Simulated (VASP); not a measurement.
Ga2Ag, 24 atoms in the cell. The cell holds a disordered packing, 24 atoms: a = 7.715 Å, b = 7.577 Å, c = 7.838 Å, α = 83.66°, β = 89.05°, γ = 89.20°. 

| Item | Value |
| --- | --- |
| Program | VASP 6.6.1 |
| Task | single point |
| Functional | PBE |
| Potentials or basis | VASP PAW PBE potentials, release 64 (Ga_d, Ag) |
| Cutoff | 520 eV |
| k mesh | 1 × 1 × 1, shifted |
| Occupations | fermi-dirac, width 0.05 eV |
| Spin | no spin polarisation |
| Dipole correction | no |
| Further INCAR settings | LREAL = Auto; ALGO = Normal; EDIFF = 1e-06; NBANDS = 166; ISYM = 0 |

Potentials or basis: VASP PAW PBE potentials, release 64 (Ga_d, Ag).

Launch:

```bash
$ cat potpaw_PBE.64/Ga_d/POTCAR potpaw_PBE.64/Ag/POTCAR > POTCAR
$ mpirun -np 1 vasp_std > vasp.out
```

Hardware: 1 thread of Oxide Virtual Turin-like Processor (shared host).

Question: Estimate the wall time of this run.

Answer: Wall time 4.6 min on 1 thread of Oxide Virtual Turin-like Processor, with other jobs on the host, peak memory 0.46 GiB. Counts: scf iterations 17, k points 1.
